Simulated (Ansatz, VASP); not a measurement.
**Two plane-wave programs on W**

```
W
1.0
     4.70718    0.00000    0.00000
    -2.35359    4.07654    0.00000
     0.00000    0.00000    2.62128
W
3
Direct
  0.00000 0.00000 0.00000
  0.33333 0.66667 0.50000
  0.66667 0.33333 0.50000
```

Alike in both runs: functional RPBE; k mesh 8 × 8 × 11; occupations fermi-dirac, width 0.1 eV; no spin polarisation.

Ansatz relaxed the structure, and its values are those at the end. VASP's run is a single point on that final structure, the one shown.

```csv
,VASP,Ansatz
version,VASP 6.6.1,Ansatz 0.2.0
potentials or method,"VASP PAW PBE potentials, release 64 (W_sv), cutoff 520 eV","plane waves (420 eV) with PAW, scalar-relativistic"
valence electrons in the cell,42,42
```

|  | VASP | Ansatz | Ansatz less VASP |
| --- | --- | --- | --- |
| pressure (GPa) | 0.5 | 0.0 | -0.49 |

VASP's potentials were made for PBE, not for RPBE.

Neither program's run includes spin-orbit coupling.
